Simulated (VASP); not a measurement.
# Be7InSe8 (a cell with a defect) in VASP: single point with PBEsol

Aim: the single point of Be7InSe8 (a cell with a defect) with PBEsol.

Program: VASP 6.6.1. These are calculated values, not measurements. Logs are shortened: lines on timing, memory, paths and dates and some standing lists are left out, and cuts for length are marked.

## (1) The cell of the first run

The cell holds a defect, 16 atoms: a = 7.253 Å, b = 7.253 Å, c = 7.253 Å, α = 60.00°, β = 60.00°, γ = 60.00°.

## (2) Single point, PBEsol, collinear spin

Input file INCAR:

```
SYSTEM = Be7InSe8
PREC = Accurate
ENCUT = 520
EDIFF = 1E-6
ISMEAR = -1
SIGMA = 0.05
LREAL = .FALSE.
LASPH = .TRUE.
NELM = 200
ALGO = Normal
ISIF = 2
LWAVE = .FALSE.
LCHARG = .FALSE.
ISPIN = 2
MAGMOM = 0.5 0.5 0.5 0.5 0.5 0.5 0.5 0.5 0.5 0.5 0.5 0.5 0.5 0.5 0.5 0.5
LORBIT = 11
GGA = PS
NELECT = 74.0
NBANDS = 56
GGA_COMPAT = .FALSE.
```

Input file KPOINTS:

```
Automatic mesh
0
Gamma
  2 2 2
  0.5 0.5 0.5
```

Input file POSCAR:

```
Be7InSe8
1.0
    0.0000000000      5.1288210000      5.1288210000
    5.1288210000      0.0000000000      5.1288210000
    5.1288210000      5.1288210000      0.0000000000
Be In Se
7 1 8
Direct
    0.9933960000      0.0131870000      0.9962680000
    0.0033400000      0.0248410000      0.4846480000
    0.5074300000      0.4990210000      0.9811110000
    0.9983910000      0.4899840000      0.9964990000
    0.5032390000      0.9993750000      0.4827690000
    0.5111930000      0.0021290000      0.0001020000
    0.0077140000      0.4708450000      0.5206080000
    0.4825560000      0.4935290000      0.5218350000
    0.1167290000      0.1432710000      0.1120060000
    0.6377420000      0.6386080000      0.5768050000
    0.1511890000      0.1176240000      0.6096990000
    0.6308200000      0.6277930000      0.1181420000
    0.1240280000      0.6115520000      0.1121220000
    0.6378680000      0.1257050000      0.6179210000
    0.6315830000      0.1161320000      0.1286120000
    0.1212410000      0.6258620000      0.6276610000
```

Potentials or basis: VASP PAW PBE potentials, release 64 (Be, In_d, Se).

Launch:

```bash
$ cat potpaw_PBE.64/Be/POTCAR potpaw_PBE.64/In_d/POTCAR potpaw_PBE.64/Se/POTCAR > POTCAR
$ mpirun -np 1 vasp_std > vasp.out
```

OUTCAR:

```text
SYSTEM = Be7InSe8
   PREC = Accurate
   ENCUT = 520
   EDIFF = 1E-6
   ISMEAR = -1
   LREAL = .FALSE.
   LASPH = .TRUE.
   NELM = 200
   ISIF = 2
   ISPIN = 2
   LORBIT = 11
   GGA = PS
   NELECT = 74.0

 ion  position               nearest neighbor table
   1  0.993  0.013  0.996-  15 2.15   9 2.19  11 2.30  13 2.38
   2  0.003  0.025  0.485-  14 2.17  11 2.17   9 2.21  16 2.36
   3  0.507  0.499  0.981-  15 2.27  13 2.27  12 2.31  10 2.39
   4  0.998  0.490  0.996-   9 2.05  13 2.15  12 2.18  16 2.19
   5  0.503  0.999  0.483-  11 2.09  15 2.10  10 2.14  14 2.35
   6  0.511  0.002  0.000-  15 2.15  12 2.22  14 2.26   9 2.34
[... 8 lines left out ...]
  15  0.632  0.116  0.129-   5 2.10   1 2.15   6 2.15   3 2.27
  16  0.121  0.626  0.628-   8 2.14   4 2.19   7 2.23   2 2.36

  LATTYP: Found a face centered cubic cell.
 ALAT       =    10.2576420000

  Lattice vectors:

 A1 = (   0.0000000000,   5.1288210000,   5.1288210000)
 A2 = (   5.1288210000,   0.0000000000,   5.1288210000)
 A3 = (   5.1288210000,   5.1288210000,   0.0000000000)

Analysis of symmetry for initial positions (statically):
=====================================================================
 Subroutine PRICEL returns:
 Original cell was already a primitive cell.

 Routine SETGRP: Setting up the symmetry group for a
 face centered cubic supercell.

 Subroutine GETGRP returns: Found  1 space group operations
 (whereof  1 operations were pure point group operations)
 out of a pool of 48 trial point group operations.

The static configuration has the point symmetry C_1 .

Analysis of symmetry for dynamics (positions and initial velocities):
=====================================================================
 Subroutine PRICEL returns:
 Original cell was already a primitive cell.

 Routine SETGRP: Setting up the symmetry group for a
 face centered cubic supercell.

 Subroutine GETGRP returns: Found  1 space group operations
 (whereof  1 operations were pure point group operations)
 out of a pool of 48 trial point group operations.

The dynamic configuration has the point symmetry C_1 .

Analysis of structural, dynamic, and magnetic symmetry:
=====================================================================
 Subroutine PRICEL returns:
 Original cell was already a primitive cell.

 Routine SETGRP: Setting up the symmetry group for a
 face centered cubic supercell.

 Subroutine GETGRP returns: Found  1 space group operations
 (whereof  1 operations were pure point group operations)
 out of a pool of 48 trial point group operations.

The overall configuration has the point symmetry C_1 .

[... 163 lines left out ...]
  free energy    TOTEN  =       -73.53486053 eV

  energy without entropy =      -73.53486053  energy(sigma->0) =      -73.53486053

 E-fermi :   5.2992     XC(G=0):  -9.8180

 val. band max:        4.1850113028   @ k =   0.0000   0.2500   0.0000
 cond. band min:       6.7699224284   @ k =   0.2500   0.2500   0.2500
 fundamental gap:      2.5849111256
 Fermi energy:         5.2992408557

 spin component 1

 k-point     1 :       0.2500    0.2500    0.2500
  band No.  band energies     occupation
      1     -11.7207      1.00000
      2     -11.6254      1.00000
      3     -11.3563      1.00000
      4     -10.6469      1.00000
      5     -10.6109      1.00000
      6     -10.0816      1.00000
[... 821 lines left out ...]
     48      10.0557      0.00000
     49      10.0765      0.00000
 Fermi energy:         5.2992408557

 spin component 2

 k-point     1 :       0.2500    0.2500    0.2500
  band No.  band energies     occupation
      1     -11.7208      1.00000
      2     -11.6254      1.00000
      3     -11.3563      1.00000
      4     -10.6470      1.00000
      5     -10.6110      1.00000
      6     -10.0816      1.00000
[... 821 lines left out ...]
     48      10.0557      0.00000
     49      10.0765      0.00000
 [bands above 49 left out]

------------------------ aborting loop because EDIFF is reached ----------------------------------------

  FORCE on cell =-STRESS in cart. coord.  units (eV):
  Direction    XX          YY          ZZ          XY          YZ          ZX
  --------------------------------------------------------------------------------------
  -------------------------------------------------------------------------------------
  Total       13.2016233     13.1649409     15.6762637     -6.5325040      5.7572587      3.5532317
  in kB       78.3890314     78.1712173     93.0830319    -38.7889165     34.1856391     21.0984958
  external PRESSURE =      83.2144269 kB  Pullay stress =       0.0000000 kB

 VOLUME and BASIS-vectors are now :
 -----------------------------------------------------------------------------
  energy-cutoff  :      520.00
  volume of cell :      269.83
      direct lattice vectors                 reciprocal lattice vectors
     0.000000000  5.128821000  5.128821000    -0.097488292  0.097488292  0.097488292
     5.128821000  0.000000000  5.128821000     0.097488292 -0.097488292  0.097488292
     5.128821000  5.128821000  0.000000000     0.097488292  0.097488292 -0.097488292

 POSITION                                       TOTAL-FORCE (eV/Angst)
 -----------------------------------------------------------------------------------
      5.17731     10.20463      5.16258        -1.107732      0.634154     -0.243450
      2.61308      2.50280      0.14454        -0.574089      0.164234     -0.177961
      7.59133      7.63446      5.16191         0.403633     -0.212983     -0.097891
      7.62391     10.23143      7.63361         0.823315     -0.354823      0.618207
      7.60165      5.05706      7.70664         0.392152      0.856630      0.610870
      0.01144      2.62234      2.63274        -0.152065     -0.539684     -0.496153
[... 8 lines left out ...]
      1.25525      3.89890      3.83490         0.001228     -1.072628      1.079279
      6.42910      3.84098      3.83176         4.555440     -5.748152     -4.298260
 -----------------------------------------------------------------------------------
    total drift:                               -0.000183     -0.000106      0.000139

  FREE ENERGIE OF THE ION-ELECTRON SYSTEM (eV)
  ---------------------------------------------------
  free  energy   TOTEN  =       -73.5348605312 eV

  energy  without entropy=      -73.5348605311  energy(sigma->0) =      -73.53486053

 total charge

# of ion       s       p       d       tot
------------------------------------------
    1        0.370   0.579   0.000   0.949
    2        0.376   0.597   0.000   0.974
    3        0.352   0.520   0.000   0.872
    4        0.407   0.709   0.000   1.117
    5        0.399   0.675   0.000   1.074
    6        0.371   0.585   0.000   0.957
[... 8 lines left out ...]
   15        1.423   2.544   0.037   4.004
   16        1.436   2.586   0.054   4.076
--------------------------------------------------
tot         15.016  25.940  10.407  51.363

 magnetization (x)

# of ion       s       p       d       tot
------------------------------------------
    1        0.000   0.000   0.000   0.000
    2        0.000   0.000   0.000   0.000
    3        0.000   0.000   0.000   0.000
    4        0.000   0.000   0.000   0.000
    5        0.000   0.000   0.000   0.000
    6        0.000   0.000   0.000   0.000
[... 8 lines left out ...]
   15       -0.000  -0.000   0.000  -0.000
   16       -0.000  -0.000   0.000  -0.000
--------------------------------------------------
tot         -0.000   0.000   0.000   0.000
```

OSZICAR:

```text
N       E                     dE             d eps       ncg     rms          rms(c)
DAV:   1     0.490049067977E+03    0.49005E+03   -0.30144E+04  3584   0.122E+03
DAV:   2     0.107300255397E+01   -0.48898E+03   -0.44890E+03  3840   0.268E+02
DAV:   3    -0.704781177441E+02   -0.71551E+02   -0.69845E+02  4400   0.116E+02
DAV:   4    -0.738140809431E+02   -0.33360E+01   -0.33124E+01  4704   0.266E+01
DAV:   5    -0.739146155818E+02   -0.10053E+00   -0.10035E+00  5088   0.483E+00    0.161E+01
DAV:   6    -0.738291132660E+02    0.85502E-01   -0.10939E+00  5120   0.181E+01    0.891E+00
DAV:   7    -0.734930127969E+02    0.33610E+00   -0.14037E+00  5336   0.877E+00    0.313E+00
DAV:   8    -0.735295114248E+02   -0.36499E-01   -0.27165E-01  4536   0.224E+00    0.219E+00
DAV:   9    -0.735333213286E+02   -0.38099E-02   -0.15898E-02  5232   0.830E-01    0.135E+00
DAV:  10    -0.735341859864E+02   -0.86466E-03   -0.66959E-03  4992   0.587E-01    0.553E-01
DAV:  11    -0.735347832968E+02   -0.59731E-03   -0.17435E-03  4776   0.231E-01    0.151E-01
DAV:  12    -0.735348286677E+02   -0.45371E-04   -0.12037E-04  5248   0.807E-02    0.817E-02
DAV:  13    -0.735348506576E+02   -0.21990E-04   -0.52617E-05  5608   0.449E-02    0.320E-02
DAV:  14    -0.735348598870E+02   -0.92294E-05   -0.19251E-05  4608   0.194E-02    0.113E-02
DAV:  15    -0.735348605312E+02   -0.64417E-06   -0.18061E-06  3600   0.629E-03
   1 F= -.73534861E+02 E0= -.73534861E+02  d E =-.771365E-10  mag=    -0.0001
```

stdout:

```text
POSCAR found type information on POSCAR BeInSe
 POSCAR found :  3 types and      16 ions
 scaLAPACK will be used
 -----------------------------------------------------------------------------
|                                                                             |
|                                                                             |
|     You enforced a specific xc type in the INCAR file but a different       |
|     I HOPE YOU KNOW WHAT YOU ARE DOING!                                     |
|                                                                             |
 -----------------------------------------------------------------------------

 LDA part: xc-table for (Slater+PW92), standard interpolation
 POSCAR, INCAR and KPOINTS ok, starting setup
 FFT: planning ... GRIDC
 FFT: planning ... GRID_SOFT
 FFT: planning ... GRID
 WAVECAR not read
 entering main loop
 the old and the new charge density differ
 old charge density:    75.00000 new   74.00000
    0.161E+01
```

Wall time 15 min (1 thread of Intel Xeon Platinum 8259CL at 2.50GHz (Skylake/Cascade Lake), shared host); peak memory 0.71 GiB.

What came out:

| Quantity | Value |
| --- | --- |
| Free energy | -73.5349 eV |
| Largest force | 8.982 eV/Å |
| Net moment | 0.00 μB per cell |
| Valence electrons inside the program's atomic spheres | Be 0.95, 0.97, 0.87, 1.12, 1.07, 0.96 (each value once); In 12.35; Se 3.98, 4.09, 4.01, 3.99, 3.91, 4.05, 4.00, 4.08 |

Forces on the atoms (eV/Å):
```
Be  -1.108  0.634 -0.243
Be  -0.574  0.164 -0.178
Be   0.404 -0.213 -0.098
Be   0.823 -0.355  0.618
Be   0.392  0.857  0.611
Be  -0.152 -0.540 -0.496
Be  -0.244 -1.207  1.163
In  -2.987 -1.769  0.478
Se  -1.203  1.344 -0.570
Se   4.632  5.817  5.038
Se   0.841 -0.005 -1.258
Se  -2.044 -2.595  1.209
Se   0.919  0.809  1.056
Se  -4.256  3.879 -4.111
Se   0.001 -1.073  1.079
Se   4.555 -5.748 -4.298
```

Caveat: the cell carries a net charge on a neutralising background, which shifts energy and pressure; the cell is charged against a uniform background, so pressure and absolute levels hang on convention; the PAW data sets were made with another functional, which shifts forces and pressure a little; spin-orbit coupling is left out, which moves the levels of the heavy elements.
